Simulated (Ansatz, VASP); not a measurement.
# One calculation of AlRu, two programs

```
Al Ru
1.0
     2.99160    0.00000    0.00000
     0.00000    2.99160    0.00000
     0.00000    0.00000    2.96168
Al Ru
1 1
Direct
  0.00000 0.00000 0.00000
  0.50000 0.50000 0.50000
```

Change from the starting cell: z stretched by -1 %, ions relaxed.

Alike in both runs: functional PBE; k mesh 16 × 16 × 16; occupations fermi-dirac, width 0.05 eV; no spin polarisation.

Ansatz relaxed the structure, and its values are those at the end. VASP's run is a single point on that final structure, the one shown.

|  | VASP | Ansatz |
| --- | --- | --- |
| version | VASP 6.6.1 | Ansatz 0.2.0 |
| potentials or method | VASP PAW PBE potentials, release 64 (Al, Ru_pv) | plane-wave PAW, scalar-relativistic |
| plane-wave cutoff (eV) | 520 | 420 |
| valence electrons in the cell | 17 | 19 |

```tsv
	VASP	Ansatz	Ansatz less VASP
pressure (GPa)	4.8	4.8	+0.03
```

The functional is the same, so the differences come from potentials, cutoffs and numerics. VASP's potentials hold 17 valence electrons a cell and Ansatz's 19, so a difference there can come from the potentials and not from the codes. Ansatz's warnings: stress scf threshold loose.
